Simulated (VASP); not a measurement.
# VB4Os (P-6m2) in VASP: notebook

Runs on VB4Os. Level: PBE. Tasks: single point.

Everything below comes from runs of VASP 6.6.1. Logs are shortened: lines on timing, memory, paths and dates and some standing lists are left out, and cuts for length are marked.

**1. The cell of the first run**

Symmetry: P-6m2, No. 187, hexagonal system. The conventional cell has a = 2.778 Å, b = 2.778 Å, c = 7.196 Å, α = 90.00°, β = 90.00°, γ = 120.00°. V (site symmetry -6m2) has 8 B at 2.09 to 2.17 Å and 6 V at 2.78 Å within 2.8 Å. Within 2.3 Å of B (site symmetry 3m) lie 3 B at 1.72 Å and 1 V at 2.09 Å and 3 Os at 2.20 Å. Within 2.3 Å of B (site symmetry 3m) lie 3 B at 1.72 Å and 1 Os at 2.14 Å and 3 V at 2.17 Å. Os (site symmetry -6m2) has 8 B at 2.14 to 2.20 Å and 6 Os at 2.78 Å within 2.8 Å.

**2. Single point, PBE, collinear spin, ferromagnetic start**

Input file INCAR:

```
SYSTEM = VB4Os
ALGO     = Normal         ! electronic algorithm
EDIFF    = 1E-7           ! SCF threshold, eV
ENCUT    = 520            ! plane-wave cutoff, eV
GGA      = PE             ! functional
ISIF     = 2              ! what is computed and relaxed
ISMEAR   = -1             ! smearing method
ISPIN    = 2              ! spin polarisation
LASPH    = .True.         ! aspherical terms in the spheres
LCHARG   = .True.         ! write CHGCAR
LELF     = .True.         ! ELF
LMAXMIX  = 4              ! l up to which the mixer works
LORBIT   = 11             ! projections on sites
LREAL    = .False.        ! projectors in reciprocal space
LVHAR    = .True.       
LWAVE    = .False.        ! write WAVECAR
MAGMOM   = 2 0 0 0 0 0    ! initial moments
NBANDS   = 30             ! bands
NELM     = 150            ! most SCF steps
PREC     = Accurate       ! precision mode
SIGMA    = 0.15           ! smearing width, eV
```

Input file KPOINTS:

```
k-points
0
Gamma
  9 9 3
  0 0 0
```

Input file POSCAR:

```
VB4Os
1.0
    2.7781831528      0.0000000000      0.0000000000
   -1.3890920592      2.4059773402      0.0000000000
    0.0000000000      0.0000000000      7.1964730535
V B Os
1 4 1
Direct
    0.0000000000      0.0000000000      0.0000000000
    0.0000000000      0.0000000000      0.7094840000
    0.3333333333      0.6666666667      0.7969230000
    0.3333333333      0.6666666667      0.2030770000
    0.0000000000      0.0000000000      0.2905160000
    0.3333333333      0.6666666667      0.5000000000
```

Potentials or basis: VASP PAW PBE potentials, release 64 (V_sv, B, Os).

The run is started by

```console
cat potpaw_PBE.64/V_sv/POTCAR potpaw_PBE.64/B/POTCAR potpaw_PBE.64/Os/POTCAR > POTCAR
mpirun -np 1 vasp_std > vasp.out
```

OUTCAR:

```text
SYSTEM = VB4Os
   EDIFF = 1E-7
   ENCUT = 520
   GGA = PE
   ISIF = 2
   ISMEAR = -1
   ISPIN = 2
   LASPH = .True.
   LORBIT = 11
   LREAL = .False.
   NELM = 150
   PREC = Accurate

 ion  position               nearest neighbor table
   1  0.000  0.000  0.000-   2 2.09   5 2.09   3 2.17   4 2.17   3 2.17   4 2.17   4 2.17   3 2.17

   2  0.000  0.000  0.709-   3 1.72   3 1.72   3 1.72   1 2.09   6 2.20   6 2.20   6 2.20
   3  0.333  0.667  0.797-   2 1.72   2 1.72   2 1.72   6 2.14   1 2.17   1 2.17   1 2.17
   4  0.333  0.667  0.203-   5 1.72   5 1.72   5 1.72   6 2.14   1 2.17   1 2.17   1 2.17
   5  0.000  0.000  0.291-   4 1.72   4 1.72   4 1.72   1 2.09   6 2.20   6 2.20   6 2.20
   6  0.333  0.667  0.500-   3 2.14   4 2.14   2 2.20   5 2.20   2 2.20   5 2.20   2 2.20   5 2.20

  LATTYP: Found a hexagonal cell.
 ALAT       =     2.7781831528
 C/A-ratio  =     2.5903522762

  Lattice vectors:

 A1 = (   2.7781831528,   0.0000000000,   0.0000000000)
 A2 = (  -1.3890920592,   2.4059773402,   0.0000000000)
 A3 = (   0.0000000000,   0.0000000000,   7.1964730535)

Analysis of symmetry for initial positions (statically):
=====================================================================
 Subroutine PRICEL returns:
 Original cell was already a primitive cell.

 Routine SETGRP: Setting up the symmetry group for a
 hexagonal supercell.

 Subroutine GETGRP returns: Found 12 space group operations
 (whereof 12 operations were pure point group operations)
 out of a pool of 24 trial point group operations.

The static configuration has the point symmetry D_3h.

Analysis of symmetry for dynamics (positions and initial velocities):
=====================================================================
 Subroutine PRICEL returns:
 Original cell was already a primitive cell.

 Routine SETGRP: Setting up the symmetry group for a
 hexagonal supercell.

 Subroutine GETGRP returns: Found 12 space group operations
 (whereof 12 operations were pure point group operations)
 out of a pool of 24 trial point group operations.

The dynamic configuration has the point symmetry D_3h.

Analysis of structural, dynamic, and magnetic symmetry:
=====================================================================
 Subroutine PRICEL returns:
 Original cell was already a primitive cell.

 Routine SETGRP: Setting up the symmetry group for a
 hexagonal supercell.

 Subroutine GETGRP returns: Found 12 space group operations
 (whereof 12 operations were pure point group operations)
 out of a pool of 24 trial point group operations.

The overall configuration has the point symmetry D_3h.

 Subroutine INISYM returns: Found 12 space group operations
 (whereof 12 operations are pure point group operations),
 and found     1 'primitive' translations

----------------------------------------------------------------------------------------

                                     Primitive cell

  volume of cell :      48.1030

  direct lattice vectors                    reciprocal lattice vectors
     2.778183153  0.000000000  0.000000000     0.359947471  0.207815828  0.000000000
    -1.389092059  2.405977340  0.000000000     0.000000000  0.415631512  0.000000000
     0.000000000  0.000000000  7.196473054     0.000000000  0.000000000  0.138956957

  length of vectors
     2.778183153  2.778183527  7.196473054     0.415631568  0.415631512  0.138956957

  position of ions in fractional coordinates (direct lattice)
     0.000000000  0.000000000  0.000000000
     0.000000000  0.000000000  0.709484000
     0.333333333  0.666666667  0.796923000
     0.333333333  0.666666667  0.203077000
     0.000000000  0.000000000  0.290516000
     0.333333333  0.666666667  0.500000000

  ion indices of the primitive-cell ions
   primitive index   ion index
                 1           1
                 2           2
                 3           3
                 4           4
                 5           5
                 6           6

----------------------------------------------------------------------------------------

 KPOINTS: k-points

Automatic generation of k-mesh.
 Grid dimensions read from file:
 generate k-points for:    9    9    3

 Generating k-lattice:

  Cartesian coordinates                     Fractional coordinates (reciprocal lattice)
     0.039994163  0.023090648  0.000000000     0.111111111  0.000000000  0.000000000
     0.000000000  0.046181279  0.000000000     0.000000000  0.111111111  0.000000000
     0.000000000  0.000000000  0.046318986     0.000000000  0.000000000  0.333333333

  Length of vectors
     0.046181285  0.046181279  0.046318986

  Shift w.r.t. Gamma in fractional coordinates (k-lattice)
     0.000000000  0.000000000  0.000000000

 Subroutine IBZKPT returns following result:
 ===========================================

 Found     24 irreducible k-points:

 Following reciprocal coordinates:
            Coordinates               Weight
  0.000000  0.000000  0.000000      1.000000
  0.111111  0.000000  0.000000      6.000000
  0.222222  0.000000  0.000000      6.000000
  0.333333  0.000000  0.000000      6.000000
  0.444444  0.000000  0.000000      6.000000
  0.111111  0.111111  0.000000      6.000000
[... 16 lines left out ...]
  0.333333  0.222222  0.333333     24.000000
  0.333333  0.333333  0.333333      4.000000
   k-points           NKPTS =     24   k-points in BZ     NKDIM =     24   number of bands    NBANDS=     30
   number of dos      NEDOS =    301   number of ions     NIONS =      6
   total plane-waves  NPLWV =  31104
   dimension x,y,z NGX =    24 NGY =   24 NGZ =   54
   dimension x,y,z NGXF=    48 NGYF=   48 NGZF=  108
   ions per type =               1   4   1
   NGX,Y,Z   is equivalent  to a cutoff of  14.36, 14.36, 12.47 a.u.
   NGXF,Y,Z  is equivalent  to a cutoff of  28.72, 28.72, 24.95 a.u.
 SYSTEM =  VB4Os
   PREC   = accura    normal or accurate (medium, high low for compatibility)
   ISTART =      0    job   : 0-new  1-cont  2-samecut
   ICHARG =      2    charge: 1-file 2-atom 10-const
   ISPIN  =      2    spin polarized calculation?
   LNONCOLLINEAR =      F non collinear calculations
   LSORBIT =      F    spin-orbit coupling
   LASPH  =      T    aspherical Exc in radial PAW
   ENCUT  =  520.0 eV  38.22 Ry    6.18 a.u.   5.17  5.17 13.38*2*pi/ulx,y,z
   NELM   =    150;   NELMIN=  2; NELMDL= -5     # of ELM steps
   EDIFF  = 0.1E-06   stopping-criterion for ELM
   LREAL  =      F    real-space projection
   EDIFFG = 0.1E-05   stopping-criterion for IOM
   NSW    =      0    number of steps for IOM
   IBRION =     -1    ionic relax: 0-MD 1-quasi-New 2-CG
   NFREE  =      0    steps in history (QN), initial steepest desc. (CG)
   ISIF   =      2    stress and relaxation
   ISYM   =      2    0-nonsym 1-usesym 2-fastsym
   POTIM  = 0.5000    time-step for ionic-motion
   TEBEG  =    0.0;   TEEND  =   0.0 temperature during run
   PSTRESS=    0.0 pullay stress
   NELECT =      33.0000    total number of electrons
   NUPDOWN=      -1.0000    fix difference up-down
   EMIN   =  10.00;   EMAX   =-10.00  energy-range for DOS
   EFERMI =   0.00;   METHOD = LEGACY
   ISMEAR =    -1;   SIGMA  =   0.15  broadening in eV -4-tet -1-fermi 0-gaus
   EFERMI_NEDOS =   21; number of points for ismear=-14 and -15
   IALGO  =     38    algorithm
   IMIX   =      4    mixing-type and parameters
     AMIX     =   0.40;   BMIX     =  1.00
     AMIX_MAG =   1.60;   BMIX_MAG =  1.00
  volume/ion in A,a.u.               =       8.02        54.10
  Fermi-wavevector in a.u.,A,eV,Ry     =   1.443850  2.728481 28.364108  2.084703
  Thomas-Fermi vector in A             =   2.562211
   LORBIT       =     11    0 simple, 1 ext, 2 COOP (PROOUT), +10 PAW based schemes
   GGA     = PE    functional components
   LHFCALC =     F    Hartree Fock is set to
   AEXX    =    0.0000 exact exchange contribution
   IVDW    =     0    specifies the selected vdW correction
   LEPSILON=     F    determine dielectric tensor
   LRPA    =     F    only Hartree local field effects (RPA)
 spin polarized calculation
  energy-cutoff  :      520.00
  volume of cell :       48.10
 maximum number of plane-waves:      1303
 NGX is ok and might be reduce to    24
   NGX = 11   NGY = 11   NGZ = 27

 number of electron      32.9999992 magnetization      -0.0000163

 number of electron      32.9999992 magnetization       0.0000302

 Free energy of the ion-electron system (eV)
  ---------------------------------------------------
  ext. energy  EPLUGINS =         0.00000000
  ---------------------------------------------------
  free energy    TOTEN  =       -48.34151257 eV

  energy without entropy =      -48.20749842  energy(sigma->0) =      -48.27450549

 E-fermi :   9.7060     XC(G=0): -13.4454

 val. band max:        9.6956825618   @ k =   0.3333   0.2222   0.0000
 cond. band min:       9.7298905031   @ k =   0.2222   0.1111   0.0000
 fundamental gap:      0.0342079413
 Fermi energy:         9.7059508661

 spin component 1

 k-point     1 :       0.0000    0.0000    0.0000
  band No.  band energies     occupation
      1     -53.8470      1.00000
      2     -27.7919      1.00000
      3     -27.4689      1.00000
      4     -27.4689      1.00000
      5      -5.0156      1.00000
      6      -2.8005      1.00000
[... 20 lines left out ...]
     27      19.2446      0.00000
     28      19.2446      0.00000
[... 683 lines left out ...]
 k-point    24 :       0.3333    0.3333    0.3333
  band No.  band energies     occupation
      1     -53.7551      1.00000
      2     -27.8373      1.00000
      3     -27.8135      1.00000
      4     -27.6840      1.00000
      5       0.3478      1.00000
      6       0.6791      1.00000
[... 20 lines left out ...]
     27      20.8585      0.00000
     28      23.0005      0.00000
 Fermi energy:         9.7059508661

 spin component 2

 k-point     1 :       0.0000    0.0000    0.0000
  band No.  band energies     occupation
      1     -53.8470      1.00000
      2     -27.7918      1.00000
      3     -27.4689      1.00000
      4     -27.4689      1.00000
      5      -5.0156      1.00000
      6      -2.8005      1.00000
[... 20 lines left out ...]
     27      19.2446      0.00000
     28      19.2446      0.00000
[... 683 lines left out ...]
 k-point    24 :       0.3333    0.3333    0.3333
  band No.  band energies     occupation
      1     -53.7551      1.00000
      2     -27.8373      1.00000
      3     -27.8134      1.00000
      4     -27.6840      1.00000
      5       0.3478      1.00000
      6       0.6791      1.00000
[... 20 lines left out ...]
     27      20.8586      0.00000
     28      23.0006      0.00000
 [bands above 28 left out]

------------------------ aborting loop because EDIFF is reached ----------------------------------------

  FORCE on cell =-STRESS in cart. coord.  units (eV):
  Direction    XX          YY          ZZ          XY          YZ          ZX
  --------------------------------------------------------------------------------------
  -------------------------------------------------------------------------------------
  Total       10.2555573     10.2555586     14.4364882     -0.0000021      0.0000000     -0.0000000
  in kB      341.5841702    341.5842138    480.8393863     -0.0000685      0.0000000     -0.0000000
  external PRESSURE =     388.0025901 kB  Pullay stress =       0.0000000 kB

 VOLUME and BASIS-vectors are now :
 -----------------------------------------------------------------------------
  energy-cutoff  :      520.00
  volume of cell :       48.10
      direct lattice vectors                 reciprocal lattice vectors
     2.778183153  0.000000000  0.000000000     0.359947471  0.207815828  0.000000000
    -1.389092059  2.405977340  0.000000000     0.000000000  0.415631512  0.000000000
     0.000000000  0.000000000  7.196473054     0.000000000  0.000000000  0.138956957

 POSITION                                       TOTAL-FORCE (eV/Angst)
 -----------------------------------------------------------------------------------
      0.00000      0.00000      0.00000         0.000000     -0.000000     -0.000000
      0.00000      0.00000      5.10578        -0.000000      0.000000      0.021254
     -0.00000      1.60398      5.73503        -0.000000      0.000000      0.558380
     -0.00000      1.60398      1.46144        -0.000000      0.000000     -0.558380
      0.00000      0.00000      2.09069        -0.000000      0.000000     -0.021254
     -0.00000      1.60398      3.59824         0.000000     -0.000000     -0.000000
 -----------------------------------------------------------------------------------
    total drift:                                0.000005      0.000001      0.000000

  FREE ENERGIE OF THE ION-ELECTRON SYSTEM (eV)
  ---------------------------------------------------
  free  energy   TOTEN  =       -48.3415125655 eV

  energy  without entropy=      -48.2074984201  energy(sigma->0) =      -48.27450549

 total charge

# of ion       s       p       d       tot
------------------------------------------
    1        2.306   6.364   3.286  11.956
    2        0.726   1.377   0.000   2.103
    3        0.734   1.378   0.000   2.112
    4        0.734   1.378   0.000   2.112
    5        0.726   1.377   0.000   2.103
    6        0.678   1.019   6.301   7.998
--------------------------------------------------
tot          5.904  12.893   9.587  28.384

 magnetization (x)

# of ion       s       p       d       tot
------------------------------------------
    1        0.000   0.000   0.000   0.000
    2        0.000   0.000   0.000   0.000
    3       -0.000  -0.000   0.000  -0.000
    4       -0.000  -0.000   0.000  -0.000
    5        0.000   0.000   0.000   0.000
    6       -0.000  -0.000  -0.000  -0.000
--------------------------------------------------
tot         -0.000  -0.000   0.000   0.000
```

Wall time 40 s (1 thread of Intel Xeon 6975P-C (Granite Rapids), shared host); peak memory 0.23 GiB.

Results:

```yaml
Free_energy: -48.3415 eV
Pressure: 38.8 GPa
Largest_force: 0.558 eV/Å
Net_moment: 0.00 μB per cell
Valence_electrons_inside_the_program's_atomic_spheres: V 11.96; B 2.10, 2.11; Os 8.00
```

Forces on the atoms (eV/Å):
```
V    0.000  0.000  0.000
B    0.000  0.000  0.021
B    0.000  0.000  0.558
B    0.000  0.000 -0.558
B    0.000  0.000 -0.021
Os   0.000  0.000  0.000
```

Stress tensor (GPa, compression positive):
```
34.16  0.00  0.00
 0.00 34.16  0.00
 0.00  0.00 48.08
```

Levels at points of the mesh, in eV from the Fermi level:
Spin up:
```tsv
k point	band 14	band 15	band 16	band 17	band 18	band 19	band 20	band 21
(0.00, 0.00, 0.00)	-2.43	-0.25	-0.25	0.86	0.86	2.62	2.62	4.89
```
Spin down:
| k point | band 14 | band 15 | band 16 | band 17 | band 18 | band 19 | band 20 | band 21 |
| --- | --- | --- | --- | --- | --- | --- | --- | --- |
| (0.00, 0.00, 0.00) | -2.43 | -0.25 | -0.25 | 0.86 | 0.86 | 2.62 | 2.62 | 4.89 |

Caveat: spin-orbit coupling is left out, which moves the levels of the heavy elements.

**3. Single point, PBE, collinear spin, ferromagnetic start**

This run uses another cell than the first one, of 8.24 Å³/atom, 1.028 times its volume.

Input file INCAR:

```
SYSTEM = VB4Os
PREC = Accurate
ENCUT = 520
EDIFF = 1E-7
ISMEAR = -1
SIGMA = 0.15
LREAL = .FALSE.
LASPH = .TRUE.
NELM = 150
ALGO = Normal
ISIF = 2
LWAVE = .FALSE.
LCHARG = .FALSE.
ISPIN = 2
MAGMOM = 2 0 0 0 0 0
LORBIT = 11
LMAXMIX = 4
GGA = PE
NBANDS = 30
```

Input file KPOINTS:

```
Automatic mesh
0
G
  9 9 3
  0 0 0
```

POSCAR, as its differences from that of step 2:

```diff
@@ -2,5 +2,5 @@
 1.0
-    2.7781831528      0.0000000000      0.0000000000
-   -1.3890920592      2.4059773402      0.0000000000
-    0.0000000000      0.0000000000      7.1964730535
+    2.8036724955      0.0000000000      0.0000000000
+   -1.4018367349      2.4280517598      0.0000000000
+    0.0000000000      0.0000000000      7.2624994302
 V B Os
```

Potentials or basis: VASP PAW PBE potentials, release 64 (V_sv, B, Os).

The run is started by

```console
cat potpaw_PBE.64/V_sv/POTCAR potpaw_PBE.64/B/POTCAR potpaw_PBE.64/Os/POTCAR > POTCAR
mpirun -np 1 vasp_std > vasp.out
```

It took 38 s on 1 thread of Intel Xeon 6975P-C (Granite Rapids), shared host; peak memory 0.23 GiB.

The run converged. Its results:

- Free energy: -48.6165 eV
- Pressure: 27.1 GPa
- Largest force: 0.399 eV/Å
- Net moment: 0.00 μB per cell
- Valence electrons inside the program's atomic spheres: V 11.89; B 2.06, 2.07; Os 7.89

Forces in eV/Å, atoms in the order of the input:
```
V    0.000  0.000  0.000
B    0.000  0.000 -0.010
B    0.000  0.000  0.399
B    0.000  0.000 -0.399
B    0.000  0.000  0.010
Os   0.000  0.000  0.000
```

Stress tensor (GPa, compression positive):
```
23.76  0.00  0.00
 0.00 23.76  0.00
 0.00  0.00 33.90
```

Levels at points of the mesh, in eV from the Fermi level:
Spin up:
```
           k point  band 13  band 14  band 15  band 16  band 17  band 18  band 19  band 20  band 21  band 22
(0.00, 0.00, 0.00)    -2.47    -2.36    -0.24    -0.24     0.83     0.83     2.56     2.56     4.76     4.76
```
Spin down:
```csv
k point,band 14,band 15,band 16,band 17,band 18,band 19,band 20,band 21
"(0.00, 0.00, 0.00)",-2.36,-0.24,-0.24,0.83,0.83,2.56,2.56,4.76
```

Caveat: spin-orbit coupling is left out, which moves the levels of the heavy elements.

(Part 1 of 2 ends here.)
